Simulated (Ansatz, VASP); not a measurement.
## BN in VASP and in Ansatz

Contents of INCAR:

```
SYSTEM = BN
PREC     = Accurate       ! precision mode
ENCUT    = 520            ! plane-wave cutoff, eV
EDIFF    = 1E-7           ! SCF threshold, eV
ISMEAR   = 0              ! smearing method
SIGMA    = 0.02           ! smearing width, eV
LREAL    = .FALSE.        ! projectors in reciprocal space
LASPH    = .TRUE.         ! aspherical terms in the spheres
NELM     = 60             ! most SCF steps
ALGO     = Normal         ! electronic algorithm
ISIF     = 2              ! what is computed and relaxed
LWAVE    = .FALSE.        ! write WAVECAR
LCHARG   = .FALSE.        ! write CHGCAR
GGA      = PE             ! functional
NBANDS   = 16             ! bands
```

The input KPOINTS:

```
regular mesh
0
G
  12 12 6
  0 0 0
```

File POSCAR:

```
BN
1.0
    2.7326387556      0.0000000000      0.0000000000
   -1.3663193779      2.3665345817      0.0000000000
    0.0000000000      0.0000000000      4.2689967444
B N
2 2
Direct
    0.6666666700      0.3333333300      0.9855290489
    0.3333333300      0.6666666700      0.4855290489
    0.6666666700      0.3333333300      0.6394709511
    0.3333333300      0.6666666700      0.1394709511
```

Input for Ansatz:

```yaml
crystal:
  lattice:
    - [2.7326387556, 0.0, 0.0]
    - [-1.3663193779, 2.3665345817, 0.0]
    - [0.0, 0.0, 4.2689967444]
  atoms:
    - { symbol: B, position: [0.66666667, 0.33333333, 0.9855290489] }
    - { symbol: B, position: [0.33333333, 0.66666667, 0.4855290489] }
    - { symbol: "N", position: [0.66666667, 0.33333333, 0.6394709511] }
    - { symbol: "N", position: [0.33333333, 0.66666667, 0.1394709511] }
basis:
  ecutwfc: 420
kpoints:
  mp_grid: { grid: [12, 12, 6] }
hamiltonian:
  xc: pbe
scf:
  occupations: { method: gaussian, width: 0.02 }
output:
  forces: true
  stress: true
  eigenvalues: true
```

Alike in both runs: task single point; functional PBE; k mesh 12 × 12 × 6; occupations gaussian, width 0.02 eV; no spin polarisation.

|  | VASP | Ansatz |
| --- | --- | --- |
| version | VASP 6.6.1 | Ansatz 0.2.0 |
| potentials or method | VASP PAW PBE potentials, release 64 (B, N), cutoff 520 eV | scalar-relativistic, plane waves, PAW |
| valence electrons in the cell | 16 | 16 |

```tsv
	VASP	Ansatz	Ansatz less VASP
gap on the k mesh at the Fermi level (eV)	3.80	3.81	+0.010
least direct gap on the mesh (eV)	6.27	6.28	+0.005
pressure (GPa)	-33.3	-33.2	+0.08
traceless stress, the component that is largest in VASP (GPa)	28.14	27.81	-0.335
rms of the force components (eV/Å)	1.660	1.646	-0.0136
```

Atom by atom the forces differ by 0.014 eV/Å (rms over components). Both programs put the cell under strong tension, so it lies far from rest at this level. With one functional, cell and mesh, what is left measures potentials, basis and numerics.

Noted on VASP's run: the cell as given lies far from equilibrium.
